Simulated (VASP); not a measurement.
# KF (R-3m) in VASP: notebook, part 3 of 3

VASP 6.6.1. Earlier steps stand in the parts before.

**6. Single point, PBE**

This run uses another cell than the first one, of 18.96 Å³/atom, 1.035 times its volume.

INCAR reads:

```
PREC = Accurate
ENCUT = 520
EDIFF = 1E-6
ISMEAR = 0
SIGMA = 0.05
LREAL = F
LASPH = T
NELM = 100
ALGO = Normal
ISIF = 2
LWAVE = F
LCHARG = T
GGA = PE
LELF = T
LVHAR = T
NBANDS = 15
```

KPOINTS reads:

```
regular mesh
0
Gamma
  8 8 8
```

POSCAR reads:

```
KF
1.0
   -0.1405820069      2.5980285165      2.5980285165
    2.5980285165     -0.1405820069      2.5980285165
    2.5980285165      2.5980285165     -0.1405820069
K F
1 1
Direct
    0.0000000000      0.0000000000      0.0000000000
    0.5000000000      0.5000000000      0.5000000000
```

Potentials or basis: VASP PAW PBE potentials, release 64 (K_sv, F).

Launch:

```bash
> cat potpaw_PBE.64/K_sv/POTCAR potpaw_PBE.64/F/POTCAR > POTCAR
> mpirun -np 1 vasp_std > vasp.out
```

OUTCAR:

```text
PREC = Accurate
   ENCUT = 520
   EDIFF = 1E-6
   ISMEAR = 0
   LREAL = F
   LASPH = T
   NELM = 100
   ISIF = 2
   GGA = PE

 ion  position               nearest neighbor table
   1  0.000  0.000  0.000-   2 2.67   2 2.67   2 2.67   2 2.67   2 2.67   2 2.67
   2  0.500  0.500  0.500-   1 2.67   1 2.67   1 2.67   1 2.67   1 2.67   1 2.67

  LATTYP: Found a trigonal (rhomboedric) cell.
 ALAT       =     3.6768556738
 COS(alpha) =     0.4452371389

  Lattice vectors:

 A1 = (  -0.1405820069,   2.5980285165,   2.5980285165)
 A2 = (   2.5980285165,  -0.1405820069,   2.5980285165)
 A3 = (   2.5980285165,   2.5980285165,  -0.1405820069)

Analysis of symmetry for initial positions (statically):
=====================================================================
 Subroutine PRICEL returns:
 Original cell was already a primitive cell.

 Routine SETGRP: Setting up the symmetry group for a
 trigonal (rhombohedral) supercell.

 Subroutine GETGRP returns: Found 12 space group operations
 (whereof 12 operations were pure point group operations)
 out of a pool of 12 trial point group operations.

The static configuration has the point symmetry D_3d.

Analysis of symmetry for dynamics (positions and initial velocities):
=====================================================================
 Subroutine PRICEL returns:
 Original cell was already a primitive cell.

 Routine SETGRP: Setting up the symmetry group for a
 trigonal (rhombohedral) supercell.

 Subroutine GETGRP returns: Found 12 space group operations
 (whereof 12 operations were pure point group operations)
 out of a pool of 12 trial point group operations.

The dynamic configuration has the point symmetry D_3d.

 Subroutine INISYM returns: Found 12 space group operations
 (whereof 12 operations are pure point group operations),
 and found     1 'primitive' translations

----------------------------------------------------------------------------------------

                                     Primitive cell

  volume of cell :      37.9160

  direct lattice vectors                    reciprocal lattice vectors
    -0.140582007  2.598028516  2.598028516    -0.177497333  0.187651341  0.187651341
     2.598028516 -0.140582007  2.598028516     0.187651341 -0.177497333  0.187651341
     2.598028516  2.598028516 -0.140582007     0.187651341  0.187651341 -0.177497333

  length of vectors
     3.676855674  3.676855674  3.676855674     0.319266902  0.319266902  0.319266902

  position of ions in fractional coordinates (direct lattice)
     0.000000000  0.000000000  0.000000000
     0.500000000  0.500000000  0.500000000

  ion indices of the primitive-cell ions
   primitive index   ion index
                 1           1
                 2           2

----------------------------------------------------------------------------------------

 KPOINTS: regular mesh

Automatic generation of k-mesh.
 Grid dimensions read from file:
 generate k-points for:    8    8    8

 Generating k-lattice:

[... 23 lines left out ...]
  0.125000  0.125000  0.000000      6.000000
[... 16 lines left out ...]
  0.250000  0.125000  0.125000      6.000000
  0.375000  0.125000  0.125000      6.000000
 [... further k-points ...]
   k-points           NKPTS =     65   k-points in BZ     NKDIM =     65   number of bands    NBANDS=     15
   number of dos      NEDOS =    301   number of ions     NIONS =      2
   total plane-waves  NPLWV =  21952
   dimension x,y,z NGX =    28 NGY =   28 NGZ =   28
   dimension x,y,z NGXF=    56 NGYF=   56 NGZF=   56
   ions per type =               1   1
   NGX,Y,Z   is equivalent  to a cutoff of  12.66, 12.66, 12.66 a.u.
   NGXF,Y,Z  is equivalent  to a cutoff of  25.32, 25.32, 25.32 a.u.
 SYSTEM =  unknown system
   PREC   = accura    normal or accurate (medium, high low for compatibility)
   ISTART =      0    job   : 0-new  1-cont  2-samecut
   ICHARG =      2    charge: 1-file 2-atom 10-const
   ISPIN  =      1    spin polarized calculation?
   LNONCOLLINEAR =      F non collinear calculations
   LSORBIT =      F    spin-orbit coupling
   LASPH  =      T    aspherical Exc in radial PAW
   ENCUT  =  520.0 eV  38.22 Ry    6.18 a.u.   6.84  6.84  6.84*2*pi/ulx,y,z
   NELM   =    100;   NELMIN=  2; NELMDL= -5     # of ELM steps
   EDIFF  = 0.1E-05   stopping-criterion for ELM
   LREAL  =      F    real-space projection
   EDIFFG = 0.1E-04   stopping-criterion for IOM
   NSW    =      0    number of steps for IOM
   IBRION =     -1    ionic relax: 0-MD 1-quasi-New 2-CG
   NFREE  =      0    steps in history (QN), initial steepest desc. (CG)
   ISIF   =      2    stress and relaxation
   ISYM   =      2    0-nonsym 1-usesym 2-fastsym
   POTIM  = 0.5000    time-step for ionic-motion
   TEBEG  =    0.0;   TEEND  =   0.0 temperature during run
   PSTRESS=    0.0 pullay stress
   NELECT =      16.0000    total number of electrons
   NUPDOWN=      -1.0000    fix difference up-down
   EMIN   =  10.00;   EMAX   =-10.00  energy-range for DOS
   EFERMI =   0.00;   METHOD = LEGACY
   ISMEAR =     0;   SIGMA  =   0.05  broadening in eV -4-tet -1-fermi 0-gaus
   EFERMI_NEDOS =   21; number of points for ismear=-14 and -15
   IALGO  =     38    algorithm
   IMIX   =      4    mixing-type and parameters
     AMIX     =   0.40;   BMIX     =  1.00
     AMIX_MAG =   1.60;   BMIX_MAG =  1.00
  volume/ion in A,a.u.               =      18.96       127.93
  Fermi-wavevector in a.u.,A,eV,Ry     =   1.227931  2.320453 20.515064  1.507815
  Thomas-Fermi vector in A             =   2.362876
   LORBIT       =      0    0 simple, 1 ext, 2 COOP (PROOUT), +10 PAW based schemes
   GGA     = PE    functional components
   LHFCALC =     F    Hartree Fock is set to
   AEXX    =    0.0000 exact exchange contribution
   IVDW    =     0    specifies the selected vdW correction
   LEPSILON=     F    determine dielectric tensor
   LRPA    =     F    only Hartree local field effects (RPA)
 non-spin polarized calculation
 Gauss-broadening in eV      SIGMA  =   0.05
  energy-cutoff  :      520.00
  volume of cell :       37.92
 maximum number of plane-waves:      1042
   NGX = 13   NGY = 13   NGZ = 13

 number of electron      15.9999990 magnetization

 Free energy of the ion-electron system (eV)
  ---------------------------------------------------
  ext. energy  EPLUGINS =         0.00000000
  ---------------------------------------------------
  free energy    TOTEN  =        -8.27601704 eV

  energy without entropy =       -8.27601704  energy(sigma->0) =       -8.27601704

 E-fermi :  -2.5278     XC(G=0):  -8.4370

 val. band max:       -2.7226282817   @ k =   0.0000   0.0000   0.0000
 cond. band min:       3.4013407332   @ k =   0.0000   0.0000   0.0000
 fundamental gap:      6.1239690149
 Fermi energy:        -2.5277894062

 k-point     1 :       0.0000    0.0000    0.0000
  band No.  band energies     occupation
      1     -28.9331      2.00000
      2     -21.4348      2.00000
      3     -12.1843      2.00000
      4     -12.1843      2.00000
      5     -12.1554      2.00000
      6      -2.7918      2.00000
      7      -2.7918      2.00000
      8      -2.7226      2.00000
      9       3.4013      0.00000
     10       7.6077      0.00000
     11       7.6077      0.00000
     12       8.4818      0.00000
     13       9.6286      0.00000
     14       9.6286      0.00000
[... 401 lines left out ...]
      2     -21.4880      2.00000
      3     -12.3788      2.00000
      4     -12.2730      2.00000
      5     -12.1801      2.00000
      6      -3.3568      2.00000
      7      -3.0917      2.00000
      8      -2.8517      2.00000
      9       5.5833      0.00000
     10       7.0735      0.00000
     11       8.5888      0.00000
     12       9.3033      0.00000
     13      10.2844      0.00000
     14      10.7149      0.00000
     15      15.3464      0.00000

 [... further k-points ...]

------------------------ aborting loop because EDIFF is reached ----------------------------------------

  FORCE on cell =-STRESS in cart. coord.  units (eV):
  Direction    XX          YY          ZZ          XY          YZ          ZX
  --------------------------------------------------------------------------------------
  -------------------------------------------------------------------------------------
  Total        0.3616742      0.3616742      0.3616742      0.1354930      0.1354930      0.1354930
  in kB       15.2828953     15.2828953     15.2828953      5.7253872      5.7253872      5.7253872
  external PRESSURE =      15.2828953 kB  Pullay stress =       0.0000000 kB

 VOLUME and BASIS-vectors are now :
 -----------------------------------------------------------------------------
  energy-cutoff  :      520.00
  volume of cell :       37.92
      direct lattice vectors                 reciprocal lattice vectors
    -0.140582007  2.598028516  2.598028516    -0.177497333  0.187651341  0.187651341
     2.598028516 -0.140582007  2.598028516     0.187651341 -0.177497333  0.187651341
     2.598028516  2.598028516 -0.140582007     0.187651341  0.187651341 -0.177497333

 POSITION                                       TOTAL-FORCE (eV/Angst)
 -----------------------------------------------------------------------------------
      0.00000      0.00000      0.00000         0.000000     -0.000000      0.000000
      2.52774      2.52774      2.52774        -0.000000      0.000000     -0.000000
 -----------------------------------------------------------------------------------
    total drift:                                0.000000      0.000000      0.000000

  FREE ENERGIE OF THE ION-ELECTRON SYSTEM (eV)
  ---------------------------------------------------
  free  energy   TOTEN  =        -8.2760170387 eV

  energy  without entropy=       -8.2760170387  energy(sigma->0) =       -8.27601704
```

OSZICAR:

```text
N       E                     dE             d eps       ncg     rms          rms(c)
DAV:   1     0.109685837434E+03    0.10969E+03   -0.82647E+03  1950   0.104E+03
DAV:   2    -0.527547010825E+01   -0.11496E+03   -0.10620E+03  2548   0.286E+02
DAV:   3    -0.943771982634E+01   -0.41622E+01   -0.41448E+01  2545   0.483E+01
DAV:   4    -0.953819530880E+01   -0.10048E+00   -0.10045E+00  2706   0.702E+00
DAV:   5    -0.953942927860E+01   -0.12340E-02   -0.12340E-02  2636   0.661E-01    0.632E+00
DAV:   6    -0.830845015727E+01    0.12310E+01   -0.34856E+00  2048   0.148E+01    0.404E+00
DAV:   7    -0.827868323695E+01    0.29767E-01   -0.66151E-02  2447   0.223E+00    0.227E+00
DAV:   8    -0.827381532907E+01    0.48679E-02   -0.50904E-02  2181   0.223E+00    0.196E-01
DAV:   9    -0.827535766582E+01   -0.15423E-02   -0.38567E-03  2552   0.519E-01    0.123E-01
DAV:  10    -0.827589624193E+01   -0.53858E-03   -0.46781E-04  2076   0.189E-01    0.622E-02
DAV:  11    -0.827601834949E+01   -0.12211E-03   -0.12255E-04  2118   0.942E-02    0.200E-02
DAV:  12    -0.827601679209E+01    0.15574E-05   -0.12266E-05  2482   0.352E-02    0.387E-03
DAV:  13    -0.827601703874E+01   -0.24666E-06   -0.20172E-06  2160   0.128E-02
   1 F= -.82760170E+01 E0= -.82760170E+01  d E =-.141485E-10
```

Run time: 14 s. Hardware: 1 thread of Intel Xeon 6975P-C (Granite Rapids), shared host; peak memory 0.18 GiB.

Results:

| Item | Value |
| --- | --- |
| Free energy | -8.2760 eV |
| Pressure | 1.5 GPa |
| Band gap on the k mesh | 6.12 eV, direct |

Levels at points of the mesh, in eV from the valence-band top:
| k point | band 6 | band 7 | band 8 | band 9 | band 10 | band 11 |
| --- | --- | --- | --- | --- | --- | --- |
| (0.00, 0.00, 0.00) | -0.07 | -0.07 | 0.00 | 6.12 | 10.33 | 10.33 |
| (0.50, 0.00, 0.00) | -0.86 | -0.42 | -0.30 | 8.95 | 10.51 | 11.61 |
| (0.50, 0.50, 0.00) | -0.27 | -0.14 | -0.07 | 8.14 | 10.23 | 11.82 |
| (0.50, 0.50, 0.50) | -0.85 | -0.49 | -0.49 | 9.18 | 10.84 | 12.10 |

A k mesh can miss the band edges.

**7. Single point, PBE**

This run uses another cell than the first one, of 18.96 Å³/atom, 1.035 times its volume.

INCAR reads:

```
SYSTEM = KF
PREC = Accurate ; ENCUT = 520
EDIFF = 1E-7 ; ISMEAR = 0
SIGMA = 0.05 ; LREAL = .False.
LASPH = .True. ; NELM = 60
ALGO = Normal ; ISIF = 2
LWAVE = .False. ; LCHARG = .True.
GGA = PE ; LELF = .True.
LVHAR = .True. ; NBANDS = 15
```

KPOINTS reads:

```
Automatic mesh
0
Gamma
  8 8 8
  0 0 0
```

POSCAR reads:

```
KF
1.0
    0.1445161614      2.7406148697      2.7406148697
    2.7406148697      0.1445161614      2.7406148697
    2.7406148697      2.7406148697      0.1445161614
K F
1 1
Direct
    0.0000000000      0.0000000000      0.0000000000
    0.5000000000      0.5000000000      0.5000000000
```

Launch:

```bash
> cat potpaw_PBE.64/K_sv/POTCAR potpaw_PBE.64/F/POTCAR > POTCAR
> mpirun -np 1 vasp_std > vasp.out
```

Run time: 19 s. Hardware: 1 thread of Intel Xeon 6975P-C (Granite Rapids), shared host; peak memory 0.18 GiB.

The run converged. Its results:

| Item | Value |
| --- | --- |
| Free energy | -8.2729 eV |
| Pressure | 1.5 GPa |
| Band gap on the k mesh | 6.13 eV, direct |

Stress tensor (GPa, compression positive):
```
 1.53 -0.82 -0.82
-0.82  1.53 -0.82
-0.82 -0.82  1.53
```

Levels at points of the mesh, in eV from the valence-band top:
| k point | band 4 | band 5 | band 6 | band 7 | band 8 | band 9 | band 10 | band 11 | band 12 | band 13 |
| --- | --- | --- | --- | --- | --- | --- | --- | --- | --- | --- |
| (0.00, 0.00, 0.00) | -9.43 | -9.43 | -0.09 | 0.00 | 0.00 | 6.13 | 10.15 | 10.86 | 10.86 | 12.37 |
| (0.50, 0.00, 0.00) | -9.50 | -9.46 | -0.84 | -0.48 | -0.34 | 9.07 | 10.68 | 11.74 | 12.43 | 14.09 |
| (0.50, 0.50, 0.00) | -9.66 | -9.63 | -0.26 | -0.12 | -0.06 | 8.14 | 10.24 | 11.83 | 13.50 | 14.09 |
| (0.50, 0.50, 0.50) | -9.45 | -9.45 | -0.84 | -0.28 | -0.28 | 8.80 | 10.39 | 11.92 | 11.92 | 14.23 |

**8. Overview**

```tsv
cell	gap on the mesh (eV)	pressure (GPa)
a = 3.835 Å, angles 56.5°, 2 atoms	6.32	2.9
a = 3.857 Å, angles 56.5°, 2 atoms	6.22	2.2
a = 3.834 Å, angles 57.2°, 2 atoms	6.24	2.2
a = 3.674 Å, angles 62.8°, 2 atoms	6.23	2.2
a = 3.677 Å, angles 63.6°, 2 atoms	6.12	1.5
a = 3.879 Å, angles 56.5°, 2 atoms	6.13	1.5
```

Alike in all rows: task single point; level PBE; potentials or basis VASP PAW PBE potentials, release 64 (K_sv, F); no spin polarisation; k mesh 8 × 8 × 8; cutoff (eV) 520; smearing gaussian 0.05 eV.

Total energies depend on the potentials used, so only differences within one code and one set of settings carry meaning.
